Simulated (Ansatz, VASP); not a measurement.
Sn3SeS2 in VASP and in Ansatz

```
Sn Se S
1.0
     2.08708   -5.96313    0.00000
     2.08708    5.96313    0.00000
     0.00000    0.00000   12.55076
Sn Se S
6 2 4
Direct
  0.37287 0.62713 0.57591
  0.37287 0.62713 0.92409
  0.36544 0.63456 0.25000
  0.63456 0.36544 0.75000
  0.62713 0.37287 0.07591
  0.62713 0.37287 0.42409
  0.13550 0.86450 0.25000
  0.86450 0.13550 0.75000
  0.15507 0.84493 0.58547
  0.15507 0.84493 0.91453
  0.84493 0.15507 0.08547
  0.84493 0.15507 0.41453
```

Alike in both runs: task single point; functional PBE; k mesh 4 × 4 × 2; occupations gaussian, width 0.1 eV; no spin polarisation.

|  | VASP | Ansatz |
| --- | --- | --- |
| version | VASP 6.6.1 | Ansatz 0.2.0 |
| potentials or method | VASP PAW PBE potentials, release 64 (Sn_d, Se, S), cutoff 520 eV | scalar-relativistic, plane waves, PAW |
| valence electrons in the cell | 120 | 140 |

VASP gave:

| Quantity | Value |
| --- | --- |
| gap on the k mesh at the Fermi level (eV) | 0.23 |
| least direct gap on the mesh (eV) | 0.23 |
| pressure (GPa) | -0.1 |
| traceless stress, the component that is largest in VASP (GPa) | 0.12 |
| rms of the force components (eV/Å) | 0.016 |

**Question.** What did Ansatz give for the same quantities?

**Answer.** gap on the k mesh at the Fermi level (eV): 0.24; least direct gap on the mesh (eV): 0.24; pressure (GPa): -0.1; traceless stress, the component that is largest in VASP (GPa): 0.13; rms of the force components (eV/Å): 0.014.

Atom by atom the forces differ by 0.004 eV/Å (rms over components). With one functional, cell and mesh, what is left measures potentials, basis and numerics. VASP's potentials hold 120 valence electrons a cell and Ansatz's 140, so a difference there can come from the potentials and not from the codes.
